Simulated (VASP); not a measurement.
Crystal: As.

```
CELL_PARAMETERS angstrom
3.18230 0.00000 0.00000
2.26150 4.45842 0.00000
1.07499 0.74337 3.05939
ATOMIC_POSITIONS crystal
As 0.30448 0.01978 0.17663
As 0.62558 0.13970 0.29061
```

| Item | Value |
| --- | --- |
| Program | VASP 6.6.1 |
| Task | relaxation of cell and atoms |
| Functional | PBE |
| Potentials or basis | VASP PAW PBE potentials, release 64 (As) |
| Cutoff | 600 eV |
| k mesh | 6 × 4 × 6 |
| Occupations | gaussian, width 0.1 eV |
| Spin | no spin polarisation |

At the start: pressure 136.1 GPa; volume 21.70 Å³/atom.

**Question.** How do energy, volume and symmetry change on relaxing?

**Answer.** Over 66 steps the energy falls by 7732.3 meV/atom and the volume is 29.73 Å³/atom (+37.0 %); space group P-1 (No. 2, to 0.05 Å).

The path:
| step | energy change (eV) | largest force (eV/Å) | pressure (GPa) | volume (Å³) |
| --- | --- | --- | --- | --- |
| 1 | 0.0000 | 42.8856 | 136.08 | 43.41 |
| 3 | -9.2234 | 1.9584 | -4.81 | 191.03 |
| 5 | -13.3019 | 3.3894 | -5.05 | 103.32 |
| 7 | -14.5133 | 0.2775 | -3.32 | 66.33 |
| 9 | -14.5437 | 0.3537 | -2.87 | 65.11 |
| 11 | -14.5660 | 0.6206 | -1.70 | 63.41 |
| 13 | -14.6743 | 0.4298 | -0.44 | 61.08 |
| 15 | -14.7015 | 0.2875 | 0.25 | 59.76 |
| 17 | -14.7656 | 0.3120 | -0.11 | 60.33 |
| 19 | -14.6027 | 1.9868 | -5.89 | 60.33 |
| 21 | -14.8399 | 0.5646 | -2.28 | 60.77 |
| 23 | -14.8837 | 0.5791 | -2.72 | 60.10 |
| 25 | -14.9633 | 0.8450 | -3.23 | 57.85 |
| 27 | -14.9529 | 1.0079 | 2.02 | 46.25 |
| 29 | -15.2113 | 1.1295 | -0.52 | 51.27 |
| 31 | -15.3434 | 0.4711 | 4.76 | 47.91 |
| 33 | -15.4025 | 0.3605 | 2.37 | 49.69 |
| 35 | -15.4337 | 0.2909 | -0.29 | 51.59 |
| 37 | -15.4398 | 0.1552 | 0.30 | 51.63 |
| 39 | -15.4417 | 0.0218 | 0.01 | 52.07 |
| 41 | -15.4440 | 0.0654 | -0.23 | 52.56 |
| 43 | -15.4449 | 0.0718 | -0.23 | 52.73 |
| 45 | -15.4470 | 0.1203 | 0.60 | 52.69 |
| 47 | -15.4478 | 0.0837 | 0.44 | 52.81 |
| 49 | -15.4495 | 0.1615 | 0.31 | 53.74 |
| 51 | -15.4511 | 0.0948 | 0.16 | 53.74 |
| 53 | -15.4523 | 0.0761 | 0.04 | 54.24 |
| 55 | -15.4541 | 0.0347 | 0.15 | 54.79 |
| 57 | -15.4552 | 0.2425 | -0.14 | 57.05 |
| 59 | -15.4567 | 0.1302 | -0.07 | 56.33 |
| 61 | -15.4614 | 0.1310 | -0.31 | 58.13 |
| 63 | -15.4625 | 0.1474 | -0.37 | 59.11 |
| 65 | -15.4643 | 0.0145 | 0.08 | 59.35 |
| 66 | -15.4647 | 0.0114 | 0.05 | 59.45 |

Final structure:
```
As
1.0
     5.29460    0.83086   -0.97231
     4.85161    4.34063   -0.21494
     1.23858    1.34278    3.12663
As
2
Direct
  0.03241 0.87944 0.13053
  0.89764 0.28005 0.33671
```

Caveat: the volume moved by over 15 % at a fixed basis, so the end points are rough.
